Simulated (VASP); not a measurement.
# SnO in VASP: further runs

The runs below take SnO through single point, with PBE+D3(BJ).

Everything below comes from runs of VASP 6.6.1. Logs are shortened: lines on timing, memory, paths and dates and some standing lists are left out, and cuts for length are marked.

## (1) The cell of the first run

The cell holds a slab with vacuum, 4 atoms: a = 3.821 Å, b = 3.821 Å, c = 30.634 Å, α = 90.00°, β = 90.00°, γ = 90.00°.

## (2) Single point, PBE+D3(BJ)

File INCAR:

```
PREC = Accurate ; ENCUT = 520
EDIFF = 1E-6 ; ISMEAR = 0
SIGMA = 0.02 ; LREAL = F
LASPH = T ; NELM = 60
ALGO = Normal ; ISIF = 2
LWAVE = F ; LCHARG = F
LDIPOL = T ; IDIPOL = 3
DIPOL = 0.5 0.5 0.500 ; GGA = PE
IVDW = 12 ; NBANDS = 28
```

File KPOINTS:

```
regular mesh
0
Gamma
  6 6 1
```

File POSCAR:

```
SnO
1.0
    3.8206509038      0.0000053916      0.0000000000
   -0.0000052279      3.8206509038      0.0000000000
    0.0000000000      0.0000000000     30.6344298968
Sn O
2 2
Direct
    0.9998505288      0.9998505288      0.4614165615
    0.4998494254      0.4998494254      0.5385847816
    0.9998515282      0.4998510770      0.5000006575
    0.4998510770      0.9998515282      0.5000006575
```

Potentials or basis: VASP PAW PBE potentials, release 64 (Sn_d, O).

Started as:

```
$ cat potpaw_PBE.64/Sn_d/POTCAR potpaw_PBE.64/O/POTCAR > POTCAR
$ mpirun -np 1 vasp_std > vasp.out
```

OUTCAR:

```text
PREC = Accurate
   ENCUT = 520
   EDIFF = 1E-6
   ISMEAR = 0
   LREAL = F
   LASPH = T
   NELM = 60
   ISIF = 2
   GGA = PE
   IVDW = 12
 IVDW          = 12

 ion  position               nearest neighbor table
   1  1.000  1.000  0.461-   3 2.25   4 2.25   3 2.25   4 2.25   2 3.59   2 3.59   2 3.59   2 3.59

   2  0.500  0.500  0.539-   4 2.25   3 2.25   4 2.25   3 2.25   1 3.59   1 3.59   1 3.59   1 3.59

   3  1.000  0.500  0.500-   2 2.25   1 2.25   1 2.25   2 2.25
   4  0.500  1.000  0.500-   2 2.25   1 2.25   1 2.25   2 2.25

  LATTYP: Found a simple tetragonal cell.
 ALAT       =     3.8206509038
 C/A-ratio  =     8.0181180297

  Lattice vectors:

 A1 = (   3.8206509038,   0.0000053916,   0.0000000000)
 A2 = (  -0.0000052279,   3.8206509038,   0.0000000000)
 A3 = (   0.0000000000,   0.0000000000,  30.6344298968)

Analysis of symmetry for initial positions (statically):
=====================================================================
 Subroutine PRICEL returns:
 Original cell was already a primitive cell.

 Routine SETGRP: Setting up the symmetry group for a
 simple tetragonal supercell.

 Subroutine GETGRP returns: Found 16 space group operations
 (whereof  2 operations were pure point group operations)
 out of a pool of 16 trial point group operations.

The static configuration has the point symmetry C_1h.
 The point group associated with its full space group is D_4h.

Analysis of symmetry for dynamics (positions and initial velocities):
=====================================================================
 Subroutine PRICEL returns:
 Original cell was already a primitive cell.

 Routine SETGRP: Setting up the symmetry group for a
 simple tetragonal supercell.

 Subroutine GETGRP returns: Found 16 space group operations
 (whereof  2 operations were pure point group operations)
 out of a pool of 16 trial point group operations.

The dynamic configuration has the point symmetry C_1h.
 The point group associated with its full space group is D_4h.

 Subroutine INISYM returns: Found 16 space group operations
 (whereof  2 operations are pure point group operations),
 and found     1 'primitive' translations

----------------------------------------------------------------------------------------

                                     Primitive cell

  volume of cell :     447.1822

  direct lattice vectors                    reciprocal lattice vectors
     3.820650904  0.000005392  0.000000000     0.261735507  0.000000358  0.000000000
    -0.000005228  3.820650904  0.000000000    -0.000000369  0.261735507  0.000000000
     0.000000000  0.000000000 30.634429897     0.000000000  0.000000000  0.032643010

  length of vectors
[... 82 lines left out ...]
   NELECT =      40.0000    total number of electrons
   NUPDOWN=      -1.0000    fix difference up-down
   EMIN   =  10.00;   EMAX   =-10.00  energy-range for DOS
   EFERMI =   0.00;   METHOD = LEGACY
   ISMEAR =     0;   SIGMA  =   0.02  broadening in eV -4-tet -1-fermi 0-gaus
   EFERMI_NEDOS =   21; number of points for ismear=-14 and -15
   IALGO  =     38    algorithm
   IMIX   =      4    mixing-type and parameters
     AMIX     =   0.40;   BMIX     =  1.00
     AMIX_MAG =   1.60;   BMIX_MAG =  1.00
  volume/ion in A,a.u.               =     111.80       754.43
  Fermi-wavevector in a.u.,A,eV,Ry     =   0.732150  1.383563  7.293314  0.536043
  Thomas-Fermi vector in A             =   1.824542
   LORBIT       =      0    0 simple, 1 ext, 2 COOP (PROOUT), +10 PAW based schemes
   GGA     = PE    functional components
   LHFCALC =     F    Hartree Fock is set to
   AEXX    =    0.0000 exact exchange contribution
   IVDW    =    12    specifies the selected vdW correction
   LEPSILON=     F    determine dielectric tensor
   LRPA    =     F    only Hartree local field effects (RPA)
 non-spin polarized calculation
 Gauss-broadening in eV      SIGMA  =   0.02
  energy-cutoff  :      520.00
  volume of cell :      447.18
 maximum number of plane-waves:     12070
   NGX = 15   NGY = 15   NGZ =113

 dipolmoment           0.000000      0.000000     -0.000000 electrons x Angstroem

 number of electron      39.9999978 magnetization

 dipolmoment           0.000000      0.000000      0.000005 electrons x Angstroem

 Free energy of the ion-electron system (eV)
  ---------------------------------------------------
  ext. energy  EPLUGINS =         0.00000000
  ---------------------------------------------------
  free energy    TOTEN  =       -22.57827417 eV

  energy without entropy =      -22.57827417  energy(sigma->0) =      -22.57827417

 E-fermi :  -3.4601     XC(G=0):  -2.0974

 val. band max:       -3.6086646527   @ k =   0.1667   0.1667   0.0000
 cond. band min:      -0.5168756705   @ k =   0.0000   0.0000   0.0000
 fundamental gap:      3.0917889822
 Fermi energy:        -3.4601012639

 k-point     1 :       0.0000    0.0000    0.0000
  band No.  band energies     occupation
      1     -24.1915      2.00000
      2     -23.8321      2.00000
      3     -23.7939      2.00000
      4     -23.7939      2.00000
      5     -23.7789      2.00000
      6     -23.7488      2.00000
[... 299 lines left out ...]
     27       3.9046      0.00000
     28       3.9047      0.00000

------------------------ aborting loop because EDIFF is reached ----------------------------------------

 vacuum level on the upper side and lower side of the slab       (xc-potential included)        -0.006        -0.006

 Edisp (eV)   -0.54838

 E8    (eV) :    -0.2480

  FORCE on cell =-STRESS in cart. coord.  units (eV):
  Direction    XX          YY          ZZ          XY          YZ          ZX
  --------------------------------------------------------------------------------------
  -------------------------------------------------------------------------------------
  Total       0.08366     0.08366     0.13665     0.00000     0.00000     0.00000
  in kB       0.29976     0.29976     0.48958     0.00000     0.00000     0.00000
  external pressure =        0.36 kB  Pullay stress =        0.00 kB

 VOLUME and BASIS-vectors are now :
 -----------------------------------------------------------------------------
  energy-cutoff  :      520.00
  volume of cell :      447.18
      direct lattice vectors                 reciprocal lattice vectors
     3.820650904  0.000005392  0.000000000     0.261735507  0.000000358  0.000000000
    -0.000005228  3.820650904  0.000000000    -0.000000369  0.261735507  0.000000000
     0.000000000  0.000000000 30.634429897     0.000000000  0.000000000  0.032643010

 POSITION                                       TOTAL-FORCE (eV/Angst)
 -----------------------------------------------------------------------------------
      3.82007      3.82009     14.13523         0.000000     -0.000000     -0.085892
      1.90975      1.90975     16.49924         0.000000      0.000000      0.085892
      3.82008      1.90976     15.31724        -0.000000      0.000000      0.000000
      1.90975      3.82009     15.31724        -0.000000     -0.000000      0.000000
 -----------------------------------------------------------------------------------
    total drift:                               -0.004555     -0.004555     -0.007777

  FREE ENERGIE OF THE ION-ELECTRON SYSTEM (eV)
  ---------------------------------------------------
  free  energy   TOTEN  =       -23.1266529692 eV

  energy  without entropy=      -23.1266529692  energy(sigma->0) =      -23.12665297

 vacuum level on the upper side and lower side of the slab         1.783         1.783
```

stdout:

```text
POSCAR found type information on POSCAR SnO
 POSCAR found :  2 types and       4 ions
 scaLAPACK will be used
 LDA part: xc-table for (Slater+PW92), standard interpolation
 POSCAR, INCAR and KPOINTS ok, starting setup
 FFT: planning ... GRIDC
 FFT: planning ... GRID_SOFT
 FFT: planning ... GRID
 WAVECAR not read
 entering main loop
```

Run time: 2 min. Hardware: 1 thread of Intel Xeon Platinum 8488C (Sapphire Rapids), shared host; peak memory 0.47 GiB.

What came out:

| Property | Result |
| --- | --- |
| Free energy | -23.1267 eV |
| Largest force | 0.086 eV/Å |
| Band gap on the k mesh | 3.09 eV, indirect (least direct gap 3.14 eV) |
| Dispersion energy per atom | -0.137 eV |

Forces in eV/Å, atoms in the order of the input:
```
Sn   0.000  0.000 -0.086
Sn   0.000  0.000  0.086
O    0.000  0.000  0.000
O    0.000  0.000  0.000
```

Caveat: spin-orbit coupling is left out, which moves the levels of the heavy elements.

## (3) Single point, PBE+D3(BJ)

This run uses another cell than the first one, of 112.70 Å³/atom, 1.008 times its volume.

File INCAR:

```
PREC     = Accurate       # precision mode
ENCUT    = 520            # plane-wave cutoff, eV
EDIFF    = 1E-6           # SCF threshold, eV
ISMEAR   = 0              # smearing method
SIGMA    = 0.1            # smearing width, eV
LREAL    = F              # projectors in reciprocal space
LASPH    = T              # aspherical terms in the spheres
NELM     = 60             # most SCF steps
ALGO     = Normal         # electronic algorithm
ISIF     = 2              # what is computed and relaxed
LWAVE    = F              # write WAVECAR
LCHARG   = F              # write CHGCAR
LDIPOL   = T            
IDIPOL   = 3            
DIPOL    = 0.5 0.5 0.500
GGA      = PE             # functional
IVDW     = 12             # dispersion correction
NBANDS   = 28             # bands
```

KPOINTS is that of step 2.

File POSCAR:

```
SnO
1.0
    3.8360583299      0.0000000000      0.0000000000
   -0.0000106623      3.8360583299      0.0000000000
    0.0000000000      0.0000000000     30.6344298968
Sn O
2 2
Direct
    0.9998905101      0.9998905101      0.4621795647
    0.4998732149      0.4998732149      0.5378204353
    0.9998239352      0.4998148992      0.5000013290
    0.4998148992      0.9998239352      0.5000013290
```

Potentials or basis: VASP PAW PBE potentials, release 64 (Sn_d, O).

Started as:

```
$ cat potpaw_PBE.64/Sn_d/POTCAR potpaw_PBE.64/O/POTCAR > POTCAR
$ mpirun -np 1 vasp_std > vasp.out
```

It took 3.3 min on 1 thread of Intel Xeon Platinum 8488C (Sapphire Rapids), shared host; peak memory 0.56 GiB.

Results (log left out):

| Item | Value |
| --- | --- |
| Free energy | -23.1168 eV |
| Largest force | 0.418 eV/Å |
| Band gap on the k mesh | 2.97 eV, indirect (least direct gap 3.01 eV) |
| Dispersion energy per atom | -0.136 eV |

Forces on the atoms (eV/Å):
```
Sn  -0.001 -0.001 -0.417
Sn  -0.001 -0.001  0.418
O    0.001  0.001 -0.001
O    0.001  0.001 -0.001
```

Levels at points of the mesh, in eV from the valence-band top:
| k point | band 18 | band 19 | band 20 | band 21 | band 22 | band 23 |
| --- | --- | --- | --- | --- | --- | --- |
| (0.00, 0.00, 0.00) | -1.86 | -1.86 | -0.04 | 2.97 | 3.00 | 5.18 |
| (0.50, 0.00, 0.00) | -3.47 | -0.53 | -0.53 | 3.23 | 3.23 | 5.69 |
| (0.50, 0.50, 0.00) | -1.21 | -0.68 | -0.68 | 3.13 | 3.13 | 5.25 |

Caveat: spin-orbit coupling is left out, which moves the levels of the heavy elements.
